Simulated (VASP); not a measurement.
# Bi2Se3 (R-3m) in VASP: settings compared

Aim: see how the results for Bi2Se3 move with the level of theory and the settings. Levels: PBE+D3(BJ), revPBE. Tasks: single point.

Everything below comes from runs of VASP 6.6.1. Logs are shortened: lines on timing, memory, paths and dates and some standing lists are left out, and cuts for length are marked.

**1. The cell of the first run**

The structure is trigonal, space group R-3m (No. 166). Conventional cell: a = 4.115 Å, b = 4.115 Å, c = 28.444 Å, α = 90.00°, β = 90.00°, γ = 120.00°. Within 3.7 Å of Bi (site symmetry 3m) lie 6 Se at 2.83 to 3.05 Å. Within 3.7 Å of Se (site symmetry 3m) lie 3 Bi at 2.83 Å and 3 Se at 3.49 Å. Se (site symmetry -3m) has 6 Bi at 3.05 Å and 12 Se at 4.12 to 4.20 Å within 4.2 Å.

**2. Single point, PBE+D3(BJ)**

INCAR

```
PREC = Accurate
ENCUT = 520
EDIFF = 1E-7
ISMEAR = -1
SIGMA = 0.05
LREAL = False
LASPH = True
NELM = 80
ALGO = Normal
ISIF = 2
LWAVE = False
LCHARG = True
GGA = PE
IVDW = 12
LELF = True
LVHAR = True
NBANDS = 32
```

KPOINTS

```
Automatic mesh
0
Gamma
  8 8 8
```

POSCAR

```
Bi2Se3
1.0
    2.0575968965      1.1879541221      9.4812687632
   -2.0575968965      1.1879541221      9.4812687632
    0.0000000000     -2.3759082442      9.4812687632
Bi Se
2 3
Direct
    0.5992000000      0.5992000000      0.5992000000
    0.4008000000      0.4008000000      0.4008000000
    0.7883000000      0.7883000000      0.7883000000
    0.2117000000      0.2117000000      0.2117000000
    0.0000000000      0.0000000000      0.0000000000
```

Potentials or basis: VASP PAW PBE potentials, release 64 (Bi_d, Se).

Command:

```console
$ cat potpaw_PBE.64/Bi_d/POTCAR potpaw_PBE.64/Se/POTCAR > POTCAR
$ mpirun -np 1 vasp_std > vasp.out
```

OUTCAR:

```text
PREC = Accurate
   ENCUT = 520
   EDIFF = 1E-7
   ISMEAR = -1
   LREAL = False
   LASPH = True
   NELM = 80
   ISIF = 2
   GGA = PE
   IVDW = 12
 IVDW          = 12

 ion  position               nearest neighbor table
   1  0.599  0.599  0.599-   4 2.83   4 2.83   4 2.83   5 3.05   5 3.05   5 3.05
   2  0.401  0.401  0.401-   3 2.83   3 2.83   3 2.83   5 3.05   5 3.05   5 3.05
   3  0.788  0.788  0.788-   2 2.83   2 2.83   2 2.83
   4  0.212  0.212  0.212-   1 2.83   1 2.83   1 2.83
   5  0.000  0.000  0.000-   1 3.05   1 3.05   2 3.05   2 3.05   1 3.05   2 3.05

  LATTYP: Found a trigonal (rhomboedric) cell.
 ALAT       =     9.7744256785
 COS(alpha) =     0.9113725833

  Lattice vectors:

 A1 = (   2.0575968965,   1.1879541221,   9.4812687632)
 A2 = (  -2.0575968965,   1.1879541221,   9.4812687632)
 A3 = (   0.0000000000,  -2.3759082442,   9.4812687632)

Analysis of symmetry for initial positions (statically):
=====================================================================
 Subroutine PRICEL returns:
 Original cell was already a primitive cell.

 Routine SETGRP: Setting up the symmetry group for a
 trigonal (rhombohedral) supercell.

 Subroutine GETGRP returns: Found 12 space group operations
 (whereof 12 operations were pure point group operations)
 out of a pool of 12 trial point group operations.

The static configuration has the point symmetry D_3d.

Analysis of symmetry for dynamics (positions and initial velocities):
=====================================================================
 Subroutine PRICEL returns:
 Original cell was already a primitive cell.

 Routine SETGRP: Setting up the symmetry group for a
 trigonal (rhombohedral) supercell.

 Subroutine GETGRP returns: Found 12 space group operations
 (whereof 12 operations were pure point group operations)
 out of a pool of 12 trial point group operations.

The dynamic configuration has the point symmetry D_3d.

 Subroutine INISYM returns: Found 12 space group operations
 (whereof 12 operations are pure point group operations),
 and found     1 'primitive' translations

----------------------------------------------------------------------------------------

                                     Primitive cell

  volume of cell :     139.0521

  direct lattice vectors                    reciprocal lattice vectors
     2.057596897  1.187954122  9.481268763     0.243001922  0.140297225  0.035157039
    -2.057596897  1.187954122  9.481268763    -0.243001922  0.140297225  0.035157039
     0.000000000 -2.375908244  9.481268763     0.000000000 -0.280594450  0.035157039

  length of vectors
     9.774425679  9.774425679  9.774425679     0.282788371  0.282788371  0.282788371

  position of ions in fractional coordinates (direct lattice)
     0.599200000  0.599200000  0.599200000
     0.400800000  0.400800000  0.400800000
     0.788300000  0.788300000  0.788300000
     0.211700000  0.211700000  0.211700000
     0.000000000  0.000000000  0.000000000

  ion indices of the primitive-cell ions
   primitive index   ion index
                 1           1
                 2           2
                 3           3
                 4           4
                 5           5

----------------------------------------------------------------------------------------

 KPOINTS: Automatic mesh

Automatic generation of k-mesh.
 Grid dimensions read from file:
 generate k-points for:    8    8    8

 Generating k-lattice:

  Cartesian coordinates                     Fractional coordinates (reciprocal lattice)
     0.030375240  0.017537153  0.004394630     0.125000000  0.000000000  0.000000000
    -0.030375240  0.017537153  0.004394630     0.000000000  0.125000000  0.000000000
     0.000000000 -0.035074306  0.004394630     0.000000000  0.000000000  0.125000000

  Length of vectors
     0.035348546  0.035348546  0.035348546

  Shift w.r.t. Gamma in fractional coordinates (k-lattice)
     0.000000000  0.000000000  0.000000000

 Subroutine IBZKPT returns following result:
 ===========================================

 Found     65 irreducible k-points:

 Following reciprocal coordinates:
            Coordinates               Weight
  0.000000  0.000000  0.000000      1.000000
  0.125000  0.000000  0.000000      6.000000
  0.250000  0.000000  0.000000      6.000000
  0.375000  0.000000  0.000000      6.000000
  0.500000  0.000000  0.000000      3.000000
  0.125000  0.125000  0.000000      6.000000
[... 16 lines left out ...]
  0.250000  0.125000  0.125000      6.000000
  0.375000  0.125000  0.125000      6.000000
 [... further k-points ...]
   k-points           NKPTS =     65   k-points in BZ     NKDIM =     65   number of bands    NBANDS=     32
   number of dos      NEDOS =    301   number of ions     NIONS =      5
   total plane-waves  NPLWV = 512000
   dimension x,y,z NGX =    80 NGY =   80 NGZ =   80
   dimension x,y,z NGXF=   160 NGYF=  160 NGZF=  160
   ions per type =               2   3
   NGX,Y,Z   is equivalent  to a cutoff of  13.61, 13.61, 13.61 a.u.
   NGXF,Y,Z  is equivalent  to a cutoff of  27.21, 27.21, 27.21 a.u.
 SYSTEM =  unknown system
   PREC   = accura    normal or accurate (medium, high low for compatibility)
   ISTART =      0    job   : 0-new  1-cont  2-samecut
   ICHARG =      2    charge: 1-file 2-atom 10-const
   ISPIN  =      1    spin polarized calculation?
   LNONCOLLINEAR =      F non collinear calculations
   LSORBIT =      F    spin-orbit coupling
   LASPH  =      T    aspherical Exc in radial PAW
   ENCUT  =  520.0 eV  38.22 Ry    6.18 a.u.  18.17 18.17 18.17*2*pi/ulx,y,z
   NELM   =     80;   NELMIN=  2; NELMDL= -5     # of ELM steps
   EDIFF  = 0.1E-06   stopping-criterion for ELM
   LREAL  =      F    real-space projection
   EDIFFG = 0.1E-05   stopping-criterion for IOM
   NSW    =      0    number of steps for IOM
   IBRION =     -1    ionic relax: 0-MD 1-quasi-New 2-CG
   NFREE  =      0    steps in history (QN), initial steepest desc. (CG)
   ISIF   =      2    stress and relaxation
   ISYM   =      2    0-nonsym 1-usesym 2-fastsym
   POTIM  = 0.5000    time-step for ionic-motion
   TEBEG  =    0.0;   TEEND  =   0.0 temperature during run
   PSTRESS=    0.0 pullay stress
   NELECT =      48.0000    total number of electrons
   NUPDOWN=      -1.0000    fix difference up-down
   EMIN   =  10.00;   EMAX   =-10.00  energy-range for DOS
   EFERMI =   0.00;   METHOD = LEGACY
   ISMEAR =    -1;   SIGMA  =   0.05  broadening in eV -4-tet -1-fermi 0-gaus
   EFERMI_NEDOS =   21; number of points for ismear=-14 and -15
   IALGO  =     38    algorithm
   IMIX   =      4    mixing-type and parameters
     AMIX     =   0.40;   BMIX     =  1.00
     AMIX_MAG =   1.60;   BMIX_MAG =  1.00
  volume/ion in A,a.u.               =      27.81       187.67
  Fermi-wavevector in a.u.,A,eV,Ry     =   1.148407  2.170175 17.943905  1.318840
  Thomas-Fermi vector in A             =   2.285083
   LORBIT       =      0    0 simple, 1 ext, 2 COOP (PROOUT), +10 PAW based schemes
   GGA     = PE    functional components
   LHFCALC =     F    Hartree Fock is set to
   AEXX    =    0.0000 exact exchange contribution
   IVDW    =    12    specifies the selected vdW correction
   LEPSILON=     F    determine dielectric tensor
   LRPA    =     F    only Hartree local field effects (RPA)
 non-spin polarized calculation
  energy-cutoff  :      520.00
  volume of cell :      139.05
 maximum number of plane-waves:      3780
 NGX is ok and might be reduce to    80
   NGX = 37   NGY = 37   NGZ = 37

 number of electron      47.9999998 magnetization

 Free energy of the ion-electron system (eV)
  ---------------------------------------------------
  ext. energy  EPLUGINS =         0.00000000
  ---------------------------------------------------
  free energy    TOTEN  =       -20.09643839 eV

  energy without entropy =      -20.09620745  energy(sigma->0) =      -20.09632292

 E-fermi :   5.3252     XC(G=0):  -9.5893

 val. band max:        5.2252575596   @ k =   0.0000   0.0000   0.0000
 cond. band min:       5.4220950993   @ k =   0.0000   0.0000   0.0000
 fundamental gap:      0.1968375397
 Fermi energy:         5.3251922202

 k-point     1 :       0.0000    0.0000    0.0000
  band No.  band energies     occupation
      1     -17.9408      2.00000
      2     -17.9408      2.00000
      3     -17.9388      2.00000
      4     -17.9388      2.00000
      5     -17.9312      2.00000
      6     -17.9284      2.00000
[... 24 lines left out ...]
     31      11.0060      0.00000
     32      12.1852      0.00000

 k-point     2 :       0.1250    0.0000    0.0000
  band No.  band energies     occupation
      1     -17.9434      2.00000
      2     -17.9409      2.00000
      3     -17.9369      2.00000
      4     -17.9349      2.00000
      5     -17.9287      2.00000
      6     -17.9260      2.00000
[... 24 lines left out ...]
     31      10.6334      0.00000
     32      11.2313      0.00000

 k-point     3 :       0.2500    0.0000    0.0000
  band No.  band energies     occupation
      1     -17.9510      2.00000
      2     -17.9473      2.00000
      3     -17.9295      2.00000
      4     -17.9283      2.00000
      5     -17.9273      2.00000
      6     -17.9235      2.00000
[... 24 lines left out ...]
     31       9.7521      0.00000
     32      11.4184      0.00000

 k-point     4 :       0.3750    0.0000    0.0000
  band No.  band energies     occupation
      1     -17.9598      2.00000
      2     -17.9545      2.00000
      3     -17.9324      2.00000
      4     -17.9278      2.00000
      5     -17.9272      2.00000
      6     -17.9235      2.00000
[... 24 lines left out ...]
     31       9.7732      0.00000
     32      11.5577      0.00000

 k-point     5 :       0.5000    0.0000    0.0000
  band No.  band energies     occupation
      1     -17.9636      2.00000
      2     -17.9576      2.00000
      3     -17.9340      2.00000
      4     -17.9288      2.00000
      5     -17.9280      2.00000
      6     -17.9230      2.00000
[... 584 lines left out ...]
     31      10.6102      0.00000
     32      12.0393      0.00000

 k-point    22 :       0.1250    0.1250    0.1250
  band No.  band energies     occupation
      1     -17.9408      2.00000
      2     -17.9408      2.00000
      3     -17.9388      2.00000
      4     -17.9388      2.00000
      5     -17.9312      2.00000
      6     -17.9284      2.00000
[... 24 lines left out ...]
     31      11.0081      0.00000
     32      12.0563      0.00000

 k-point    23 :       0.2500    0.1250    0.1250
  band No.  band energies     occupation
      1     -17.9434      2.00000
      2     -17.9409      2.00000
      3     -17.9369      2.00000
      4     -17.9349      2.00000
      5     -17.9286      2.00000
      6     -17.9261      2.00000
[... 24 lines left out ...]
     31      10.5901      0.00000
     32      11.4240      0.00000

 k-point    24 :       0.3750    0.1250    0.1250
  band No.  band energies     occupation
      1     -17.9510      2.00000
      2     -17.9473      2.00000
      3     -17.9295      2.00000
      4     -17.9283      2.00000
      5     -17.9273      2.00000
      6     -17.9234      2.00000
[... 24 lines left out ...]
     31       9.8214      0.00000
     32      11.4988      0.00000

 [... further k-points ...]

------------------------ aborting loop because EDIFF is reached ----------------------------------------

 Edisp (eV)   -2.04467

 E8    (eV) :    -0.9251

  FORCE on cell =-STRESS in cart. coord.  units (eV):
  Direction    XX          YY          ZZ          XY          YZ          ZX
  --------------------------------------------------------------------------------------
  -------------------------------------------------------------------------------------
  Total       1.37161     1.37161     1.30570     0.00000     0.00000     0.00000
  in kB      15.80382    15.80382    15.04448     0.00000     0.00000     0.00000
  external pressure =       15.55 kB  Pullay stress =        0.00 kB

 VOLUME and BASIS-vectors are now :
 -----------------------------------------------------------------------------
  energy-cutoff  :      520.00
  volume of cell :      139.05
      direct lattice vectors                 reciprocal lattice vectors
     2.057596897  1.187954122  9.481268763     0.243001922  0.140297225  0.035157039
    -2.057596897  1.187954122  9.481268763    -0.243001922  0.140297225  0.035157039
     0.000000000 -2.375908244  9.481268763     0.000000000 -0.280594450  0.035157039

 POSITION                                       TOTAL-FORCE (eV/Angst)
 -----------------------------------------------------------------------------------
      0.00000      0.00000     17.04353         0.000000     -0.000000      0.238650
      0.00000      0.00000     11.40028         0.000000      0.000000     -0.238650
      0.00000      0.00000     22.42225         0.000000      0.000000      0.338358
      0.00000      0.00000      6.02155         0.000000      0.000000     -0.338358
      0.00000      0.00000      0.00000         0.000000      0.000000      0.000000
 -----------------------------------------------------------------------------------
    total drift:                                0.000000      0.000000     -0.000000

  FREE ENERGIE OF THE ION-ELECTRON SYSTEM (eV)
  ---------------------------------------------------
  free  energy   TOTEN  =       -22.1411087274 eV

  energy  without entropy=      -22.1408777866  energy(sigma->0) =      -22.14099326
```

Wall time 19 min (1 thread of Intel Xeon Platinum 8488C (Sapphire Rapids), shared host); peak memory 1 GiB.

Results:

```
Free energy                : -22.1411 eV
Pressure                   : 1.6 GPa
Largest force              : 0.338 eV/Å
Band gap on the k mesh     : 0.20 eV
Dispersion energy per atom : -0.409 eV
```

Forces in eV/Å, atoms in the order of the input:
```
Bi   0.000  0.000  0.239
Bi   0.000  0.000 -0.239
Se   0.000  0.000  0.338
Se   0.000  0.000 -0.338
Se   0.000  0.000  0.000
```

Caveat: spin-orbit coupling is left out, which moves the levels of the heavy elements. A k mesh can miss the band edges.

**3. Single point, revPBE**

INCAR

```
PREC = Accurate ; ENCUT = 520
EDIFF = 1E-6 ; ISMEAR = -1
SIGMA = 0.05 ; LREAL = False
LASPH = True ; NELM = 80
ALGO = Normal ; ISIF = 2
LWAVE = False ; LCHARG = False
GGA = RE ; NBANDS = 32
```

KPOINTS

```
regular mesh
0
Gamma
  8 8 8
```

POSCAR is that of step 2.

Potentials or basis: VASP PAW PBE potentials, release 64 (Bi_d, Se).

Command:

```console
$ cat potpaw_PBE.64/Bi_d/POTCAR potpaw_PBE.64/Se/POTCAR > POTCAR
$ mpirun -np 1 vasp_std > vasp.out
```

Run time: 22 min. Hardware: 1 thread of Intel Xeon Platinum 8488C (Sapphire Rapids), shared host; peak memory 1 GiB.

It converged, with:

```
Free energy            : -18.5033 eV
Pressure               : 5.2 GPa
Largest force          : 0.334 eV/Å
Band gap on the k mesh : 0.25 eV
```

Forces on the atoms (eV/Å):
```
Bi   0.000  0.000  0.234
Bi   0.000  0.000 -0.234
Se   0.000  0.000  0.334
Se   0.000  0.000 -0.334
Se   0.000  0.000  0.000
```

Levels at points of the mesh, in eV from the valence-band top:
| k point | band 21 | band 22 | band 23 | band 24 | band 25 | band 26 | band 27 | band 28 |
| --- | --- | --- | --- | --- | --- | --- | --- | --- |
| (0.00, 0.00, 0.00) | -1.95 | -1.29 | -1.29 | 0.00 | 0.25 | 1.39 | 1.39 | 2.15 |
| (0.50, 0.00, 0.00) | -3.07 | -2.23 | -1.32 | -0.58 | 0.86 | 1.93 | 2.99 | 3.20 |
| (0.50, 0.50, 0.00) | -1.95 | -1.94 | -1.73 | -1.04 | 1.35 | 1.96 | 2.62 | 3.05 |
| (0.50, 0.50, 0.50) | -1.54 | -1.47 | -1.47 | -0.44 | 0.63 | 1.71 | 1.71 | 2.11 |

Caveat: the cell stands under pressure; the PAW data sets were made with another functional, which shifts forces and pressure a little; spin-orbit coupling is left out, which moves the levels of the heavy elements. A k mesh can miss the band edges.

**4. Single point, PBE+D3(BJ)**

This run uses another cell than the first one, of 28.95 Å³/atom.

INCAR

```
ALGO = Normal ; EDIFF = 1E-6
ENCUT = 520 ; GGA = PE
ISIF = 2 ; ISMEAR = -1
IVDW = 12 ; LASPH = True
LCHARG = False ; LREAL = False
LWAVE = False ; NBANDS = 32
NELM = 60 ; PREC = Accurate
SIGMA = 0.05
```

KPOINTS

```
k-points
0
Gamma
  8 8 8
```

POSCAR: that of step 3 with these lines changed.

```diff
@@ -2,5 +2,5 @@
 1.0
-    2.0575968965      1.1879541221      9.4812687632
-   -2.0575968965      1.1879541221      9.4812687632
-    0.0000000000     -2.3759082442      9.4812687632
+    2.0852189429      1.2039017179      9.6085493036
+   -2.0852189429      1.2039017179      9.6085493036
+    0.0000000000     -2.4078034360      9.6085493036
 Bi Se
```

Command:

```console
$ cat potpaw_PBE.64/Bi_d/POTCAR potpaw_PBE.64/Se/POTCAR > POTCAR
$ mpirun -np 1 vasp_std > vasp.out
```

It took 20 min on 1 thread of Intel Xeon 6975P-C (Granite Rapids), shared host; peak memory 1 GiB.

The run converged. Its results:

```
Free energy                : -22.1507 eV
Pressure                   : -1.0 GPa
Largest force              : 0.117 eV/Å
Band gap on the k mesh     : 0.23 eV
Dispersion energy per atom : -0.392 eV
```

Forces on the atoms (eV/Å):
```
Bi   0.000  0.000  0.117
Bi   0.000  0.000 -0.117
Se   0.000  0.000  0.023
Se   0.000  0.000 -0.023
Se   0.000  0.000  0.000
```

Levels at points of the mesh, in eV from the valence-band top:
```
           k point  band 22  band 23  band 24  band 25  band 26  band 27
(0.00, 0.00, 0.00)    -1.16    -1.16     0.00     0.23     1.41     1.41
(0.50, 0.00, 0.00)    -2.07    -1.18    -0.54     0.86     1.93     2.97
(0.50, 0.50, 0.00)    -1.82    -1.57    -0.97     1.36     1.97     2.57
(0.50, 0.50, 0.50)    -1.32    -1.32    -0.44     0.64     1.71     1.71
```

Caveat: spin-orbit coupling is left out, which moves the levels of the heavy elements. A k mesh can miss the band edges.

**5. Single point, revPBE**

This run uses another cell than the first one, of 28.95 Å³/atom.

INCAR

```
SYSTEM = Bi2Se3
  PREC = Accurate
  ENCUT = 520
  EDIFF = 1E-7
  ISMEAR = -1
  SIGMA = 0.05
  LREAL = .False.
  LASPH = .True.
  NELM = 60
  ALGO = Normal
  ISIF = 2
  LWAVE = .False.
  LCHARG = .False.
  GGA = RE
  NBANDS = 32
```

KPOINTS

```
Automatic mesh
0
Gamma
  8 8 8
  0 0 0
```

POSCAR is that of step 4.

Command:

```console
$ cat potpaw_PBE.64/Bi_d/POTCAR potpaw_PBE.64/Se/POTCAR > POTCAR
$ mpirun -np 1 vasp_std > vasp.out
```

Run time: 27 min. Hardware: 1 thread of Intel Xeon 6975P-C (Granite Rapids), shared host; peak memory 1 GiB.

It converged, with:

| Property | Result |
| --- | --- |
| Free energy | -18.6391 eV |
| Pressure | 2.5 GPa |
| Largest force | 0.110 eV/Å |
| Band gap on the k mesh | 0.28 eV |

Forces on the atoms (eV/Å):
```
Bi   0.000  0.000  0.110
Bi   0.000  0.000 -0.110
Se   0.000  0.000  0.015
Se   0.000  0.000 -0.015
Se   0.000  0.000  0.000
```

Stress tensor (GPa, compression positive):
```
2.41 0.00 0.00
0.00 2.41 0.00
0.00 0.00 2.54
```

Levels at points of the mesh, in eV from the valence-band top:
```tsv
k point	band 21	band 22	band 23	band 24	band 25	band 26	band 27	band 28
(0.00, 0.00, 0.00)	-1.81	-1.16	-1.16	0.00	0.28	1.44	1.44	2.16
(0.50, 0.00, 0.00)	-2.89	-2.06	-1.19	-0.54	0.90	1.96	3.02	3.13
(0.50, 0.50, 0.00)	-1.82	-1.80	-1.57	-0.97	1.40	1.99	2.59	2.99
(0.50, 0.50, 0.50)	-1.50	-1.33	-1.33	-0.42	0.68	1.73	1.73	2.08
```

Caveat: the PAW data sets were made with another functional, which shifts forces and pressure a little; spin-orbit coupling is left out, which moves the levels of the heavy elements.

**6. Overview**

```csv
level,cell,gap on the mesh (eV),pressure (GPa),largest force (eV/Å)
PBE+D3(BJ),"a = 9.774 Å, angles 24.3°, 5 atoms",0.20,1.6,0.34
revPBE,"a = 9.774 Å, angles 24.3°, 5 atoms",0.25,5.2,0.33
PBE+D3(BJ),"a = 9.906 Å, angles 24.3°, 5 atoms",0.23,-1.0,0.12
revPBE,"a = 9.906 Å, angles 24.3°, 5 atoms",0.28,2.5,0.11
```

Alike in all rows: task single point; potentials or basis VASP PAW PBE potentials, release 64 (Bi_d, Se); no spin polarisation; k mesh 8 × 8 × 8; cutoff (eV) 520; smearing fermi-dirac 0.05 eV.

Caveats: spin-orbit coupling is left out, which moves the levels of the heavy elements; the PAW data sets were made with another functional, which shifts forces and pressure a little (at least some runs); the cell stands under pressure (at least some runs).

Total energies depend on the potentials used, so only differences within one code and one set of settings carry meaning.
